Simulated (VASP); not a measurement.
The system is Ca.

```xyz
1
Lattice="-2.0965 2.1017 2.4454 2.0965 -2.1017 2.4454 2.0965 2.1017 -2.4454" Properties=species:S:1:pos:R:3 pbc="T T T"
Ca    0.0000    0.0000    2.4454
```

```yaml
Program: VASP 6.6.1
Task: relaxation of cell and atoms
Functional: PBEsol
Dispersion: D3(BJ)
Potentials_or_basis: VASP PAW PBE potentials, release 64 (Ca_sv)
Cutoff: 600 eV
k_mesh: 9 × 9 × 9
Occupations: fermi-dirac, width 0.05 eV
Spin: no spin polarisation
```

At the start: pressure -1.9 GPa; volume 43.10 Å³/atom.

Task: Where does the relaxation end?

Result: Over 17 steps the energy falls by 40.5 meV/atom and the volume is 38.29 Å³/atom (-11.2 %); space group I4/mmm (No. 139, to 0.1 Å) before, Fm-3m (No. 225, to 0.1 Å).

The path:
| step | energy change (eV) | largest force (eV/Å) | pressure (GPa) | volume (Å³) |
| --- | --- | --- | --- | --- |
| 1 | 0.0000 | 0.0000 | -1.89 | 43.10 |
| 2 | -0.0268 | 0.0000 | -0.81 | 40.01 |
| 3 | -0.0315 | 0.0000 | -0.08 | 38.37 |
| 4 | -0.0316 | 0.0000 | 0.01 | 38.19 |
| 5 | -0.0317 | 0.0000 | 0.02 | 38.19 |
| 6 | -0.0323 | 0.0000 | 0.02 | 38.19 |
| 7 | -0.0336 | 0.0000 | 0.03 | 38.18 |
| 8 | -0.0366 | 0.0000 | 0.06 | 38.12 |
| 9 | -0.0400 | 0.0000 | 0.21 | 37.87 |
| 10 | -0.0400 | 0.0000 | 0.25 | 37.79 |
| 11 | -0.0402 | 0.0000 | 0.13 | 38.03 |
| 12 | -0.0403 | 0.0000 | 0.04 | 38.20 |
| 13 | -0.0403 | 0.0000 | 0.06 | 38.16 |
| 14 | -0.0404 | 0.0000 | 0.06 | 38.18 |
| 15 | -0.0405 | 0.0000 | 0.02 | 38.25 |
| 16 | -0.0404 | 0.0000 | -0.05 | 38.38 |
| 17 | -0.0405 | 0.0000 | 0.00 | 38.29 |

Final structure:
```cif
data_structure
_symmetry_space_group_name_H-M 'P 1'
_symmetry_Int_Tables_number 1
_cell_length_a 3.7825
_cell_length_b 3.7825
_cell_length_c 3.7825
_cell_angle_alpha 119.978
_cell_angle_beta 119.934
_cell_angle_gamma 90.076
_cell_volume 38.29
loop_
_atom_site_label
_atom_site_type_symbol
_atom_site_fract_x
_atom_site_fract_y
_atom_site_fract_z
_atom_site_occupancy
Ca1 Ca 0.50000 0.50000 0.00000 1
```

Caveat: the PAW data sets were made with another functional, which shifts forces and pressure a little.
